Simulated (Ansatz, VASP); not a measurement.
# One calculation of Ru, two programs

```xyz
1
Lattice="0.0000 1.9306 1.9306 1.9306 0.0000 1.9306 1.9306 1.9306 0.0000" Properties=species:S:1:pos:R:3 pbc="T T T"
Ru    0.0000    0.0000    0.0000
```

Alike in both runs: task single point; functional PBE; k mesh 8 × 8 × 8; occupations gaussian, width 0.1 eV; no spin polarisation.

|  | VASP | Ansatz |
| --- | --- | --- |
| version | VASP 6.6.1 | Ansatz 0.2.0 |
| potentials or method | VASP PAW PBE potentials, release 64 (Ru_pv), cutoff 500 eV | scalar-relativistic, plane waves, PAW |
| valence electrons in the cell | 14 | 16 |

|  | VASP | Ansatz | Ansatz less VASP |
| --- | --- | --- | --- |
| gap on the k mesh at the Fermi level (eV) | none | none | - |
| pressure (GPa) | -11.8 | -11.8 | +0.07 |

A gap of «none» marks a metal or a gap that the smearing closes. VASP's potentials hold 14 valence electrons a cell and Ansatz's 16, so a difference there can come from the potentials and not from the codes.
